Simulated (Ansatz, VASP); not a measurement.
Two plane-wave programs on AlIn2N3

File INCAR:

```
SYSTEM = AlIn2N3
PREC = Accurate ; ENCUT = 520
EDIFF = 1E-6 ; ISMEAR = 0
SIGMA = 0.1 ; LREAL = .False.
LASPH = .True. ; NELM = 60
ALGO = Normal ; ISIF = 2
LWAVE = .False. ; LCHARG = .True.
GGA = PE ; LELF = .True.
LVHAR = .True. ; NBANDS = 31
```

KPOINTS

```
regular mesh
0
Gamma
  6 6 4
  0 0 0
```

File POSCAR:

```
AlIn2N3
1.0
    5.0292303800      0.0000000000      0.0000000000
   -2.5146151900      4.3554412700      0.0000000000
    0.0000000000      0.0000000000      4.5016655400
Al In N
1 2 3
Direct
    0.0000000000      0.0000000000      0.5000000000
    0.6666666700      0.3333333300      0.5000000000
    0.3333333300      0.6666666700      0.0000000000
    0.2203279800      0.7796720200      0.5000000000
    0.2203279800      0.4406559700      0.5000000000
    0.5593440300      0.7796720200      0.5000000000
```

Input for Ansatz:

```yaml
crystal:
  lattice:
    - [5.02923038, 0.0, 0.0]
    - [-2.51461519, 4.35544127, 0.0]
    - [0.0, 0.0, 4.50166554]
  atoms:
    - { symbol: Al, position: [0.0, 0.0, 0.5] }
    - { symbol: In, position: [0.66666667, 0.33333333, 0.5] }
    - { symbol: In, position: [0.33333333, 0.66666667, 0.0] }
    - { symbol: "N", position: [0.22032798, 0.77967202, 0.5] }
    - { symbol: "N", position: [0.22032798, 0.44065597, 0.5] }
    - { symbol: "N", position: [0.55934403, 0.77967202, 0.5] }
basis:
  ecutwfc: 420
kpoints:
  mp_grid: { grid: [6, 6, 4] }
hamiltonian:
  xc: pbe
scf:
  occupations: { method: gaussian, width: 0.1 }
  lower_state_search: "off"
output:
  forces: true
  stress: true
  eigenvalues: true
```

Alike in both runs: task single point; functional PBE; k mesh 6 × 6 × 4; occupations gaussian, width 0.1 eV; no spin polarisation.

```csv
,VASP,Ansatz
version,VASP 6.6.1,Ansatz 0.2.0
potentials or method,"VASP PAW PBE potentials, release 64 (Al, In_d, N), cutoff 520 eV","scalar-relativistic, plane waves, PAW"
valence electrons in the cell,44,44
```

Ansatz gave:

```
gap on the k mesh at the Fermi level (eV)                     : none
pressure (GPa)                                                : 8.2
traceless stress, the component that is largest in VASP (GPa) : 1.96
rms of the force components (eV/Å)                            : 0.601
```

Task: Estimate VASP's values.

Result: gap on the k mesh at the Fermi level (eV): none; pressure (GPa): 8.2; traceless stress, the component that is largest in VASP (GPa): 2.01; rms of the force components (eV/Å): 0.617.

Atom by atom the forces differ by 0.016 eV/Å (rms over components). A gap of «none» marks a metal or a gap that the smearing closes. With one functional, cell and mesh, what is left measures potentials, basis and numerics.
